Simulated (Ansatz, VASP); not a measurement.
**ZrB2 in VASP and in Ansatz**

```
Zr B
1.0
     3.16500    0.01582    0.01582
    -1.56880    2.73306    0.00579
     0.01760    0.01760    3.52000
Zr B
1 2
Direct
  0.00000 0.00000 0.00000
  0.33333 0.66667 0.50000
  0.66667 0.33333 0.50000
```

Change from the starting cell: equal xy, yz and zx shear strains of +1 %, PAW files.

Alike in both runs: task electric field gradients; functional LDA; k mesh 12 × 12 × 9; occupations fermi-dirac, width 0.05 eV; no spin polarisation.

|  | VASP | Ansatz |
| --- | --- | --- |
| version | VASP 6.6.1 | Ansatz 0.2.0 |
| potentials or method | VASP PAW LDA potentials, release 64 (Zr_sv, B) | PAW with Ansatz's default frozen-core files, scalar-relativistic |
| plane-wave cutoff (eV) | 520 | 420 |
| valence electrons in the cell | 18 | 18 |

|  | VASP | Ansatz | Ansatz less VASP |
| --- | --- | --- | --- |
| pressure (GPa) | -6.7 | -7.2 | -0.45 |
| traceless stress, the component that is largest in VASP (GPa) | -2.56 | -2.56 | +0.003 |
| rms of the force components (eV/Å) | 0.010 | 0.010 | -0.0002 |
| size of Vzz on the site where it differs most (V/Å²) | 48.2 | 50.5 | +2.27 |

LDA's correlation is that of Perdew and Zunger in VASP and of Perdew and Wang (1992) in Ansatz. Atom by atom the forces differ by 0.000 eV/Å (rms over components).
